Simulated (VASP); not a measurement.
Set up this calculation in VASP 6.6.1, as the native input.

```yaml
Task: single point
Functional: LDA
Potentials_or_basis: VASP PAW LDA potentials, release 64 (Tl_d)
Cutoff: 520 eV
k_mesh: 11 × 11 × 1
Occupations: methfessel-paxton, width 0.1 eV
Spin: no spin polarisation
Dipole_correction: yes
Further_INCAR_settings: ALGO = Normal; EDIFF = 1e-07; NBANDS = 48
```

The structure of Tl lies in POSCAR:

```
Tl
1.0
    3.4070116142      0.0000000000      0.0000000000
    1.7035058071      2.9505586089      0.0000000000
    0.0000000000      0.0000000000     29.5727064790
Tl
6
Direct
    0.6666666667      0.6666666667      0.2739547684
    0.0000000000      0.0000000000      0.3644955096
    0.6666666667      0.6666666667      0.4547098091
    0.0000000000      0.0000000000      0.5452901942
    0.6666666667      0.6666666667      0.6355044900
    0.0000000000      0.0000000000      0.7260452287
```

These files were run (other wordings do the same):

INCAR

```
  PREC = Accurate
  ENCUT = 520
  EDIFF = 1E-7
  ISMEAR = 1
  SIGMA = 0.1
  LREAL = F
  LASPH = T
  NELM = 80
  ALGO = Normal
  ISIF = 2
  LWAVE = F
  LCHARG = F
  LDIPOL = T
  IDIPOL = 3
  DIPOL = 0.5 0.5 0.500
  NBANDS = 48
```

KPOINTS

```
regular mesh
0
Gamma
  11 11 1
```

Potentials or basis: VASP PAW LDA potentials, release 64 (Tl_d).

Command:

```console
$ cat potpaw_LDA.64/Tl_d/POTCAR > POTCAR
$ mpirun -np 1 vasp_std > vasp.out
```

Results of the run:

```json
{
  "Largest force": "0.015 eV/Å",
  "Band gap on the k mesh": "zero (bands 39 and 40 overlap by 2.90 eV)"
}
```

Caveat: spin-orbit coupling is left out, which moves the levels of the heavy elements.

Wall time 3.1 min on 1 thread of Intel(R) Xeon(R) 6975P-C (Granite Rapids), with other jobs on the host, peak memory 0.4 GiB.
